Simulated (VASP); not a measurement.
A run of VASP 6.6.1 is set up as follows.

Contents of POSCAR:

```
SnTe
1.0
    0.0000000000      3.1689319030      3.1689319030
    3.1689319030      0.0000000000      3.1689319030
    3.1689319030      3.1689319030      0.0000000000
Sn Te
1 1
Direct
    0.5000000000      0.5000000000      0.5000000000
    0.0000000000      0.0000000000      0.0000000000
```

INCAR.step1

```
ALGO     = Normal         # electronic algorithm
EDIFF    = 1E-4           # SCF threshold, eV
ENCUT    = 520            # plane-wave cutoff, eV
GGA      = PE             # functional
ISMEAR   = 0              # smearing method
LASPH    = T              # aspherical terms in the spheres
LCHARG   = F              # write CHGCAR
LREAL    = F              # projectors in reciprocal space
LWAVE    = T              # write WAVECAR
NBANDS   = 17             # bands
NELM     = 100            # most SCF steps
PREC     = Accurate       # precision mode
SIGMA    = 0.05           # smearing width, eV
```

Contents of INCAR.step2:

```
ALGO     = Normal         # electronic algorithm
EDIFF    = 1E-6           # SCF threshold, eV
ENCUT    = 520            # plane-wave cutoff, eV
ISIF     = 2              # what is computed and relaxed
ISMEAR   = 0              # smearing method
ISTART   = 1            
LASPH    = T              # aspherical terms in the spheres
LCHARG   = F              # write CHGCAR
LMIXTAU  = T            
LREAL    = F              # projectors in reciprocal space
LWAVE    = F              # write WAVECAR
METAGGA  = R2SCAN         # meta-GGA
NBANDS   = 17             # bands
NELM     = 100            # most SCF steps
PREC     = Accurate       # precision mode
SIGMA    = 0.05           # smearing width, eV
```

The input KPOINTS:

```
k-points
0
Gamma
  6 6 6
```

Potentials or basis: VASP PAW PBE potentials, release 64 (Sn_d, Te).

Run with:

```sh
$ cat potpaw_PBE.64/Sn_d/POTCAR potpaw_PBE.64/Te/POTCAR > POTCAR
$ cp INCAR.step1 INCAR
$ mpirun -np 1 vasp_std > vasp.out
$ cp INCAR.step2 INCAR
$ mpirun -np 1 vasp_std > vasp.out
```

Question: Estimate the pressure.

Answer: 0.9 GPa.

Question: Predict the band gap on the k mesh.

Answer: 0.08 eV, direct.

Caveat: the PAW data sets were made with another functional, which shifts forces and pressure a little; spin-orbit coupling is left out, which moves the levels of the heavy elements. A k mesh can miss the band edges.
